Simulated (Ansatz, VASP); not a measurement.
**Two plane-wave programs on PbSe**

```
Pb Se
1.0
     3.78432    0.00000    0.00000
     0.00000    3.78432    0.00000
     0.00000    0.00000    3.78432
Pb Se
1 1
Direct
  0.97683 0.04219 0.91338
  0.50000 0.50000 0.50000
```

Change from the starting cell: one atom moved.

Alike in both runs: task single point; functional PBEsol; k mesh 10 × 10 × 10; occupations gaussian, width 0.1 eV; no spin polarisation.

|  | VASP | Ansatz |
| --- | --- | --- |
| version | VASP 6.6.1 | Ansatz 0.2.0 |
| potentials or method | VASP PAW PBE potentials, release 64 (Pb_d, Se), cutoff 520 eV | scalar-relativistic, plane waves, PAW |
| valence electrons in the cell | 20 | 30 |

```csv
,VASP,Ansatz,Ansatz less VASP
gap on the k mesh at the Fermi level (eV),none,none,-
pressure (GPa),-1.4,-1.4,-0.01
"traceless stress, the component that is largest in VASP (GPa)",-0.58,-0.57,+0.009
rms of the force components (eV/Å),0.071,0.074,+0.0030
```

VASP's potentials were made for PBE, not for PBEsol. Atom by atom the forces differ by 0.003 eV/Å (rms over components). A gap of «none» marks a metal or a gap that the smearing closes. VASP's potentials hold 20 valence electrons a cell and Ansatz's 30, so a difference there can come from the potentials and not from the codes.

Spin-orbit coupling is off throughout.
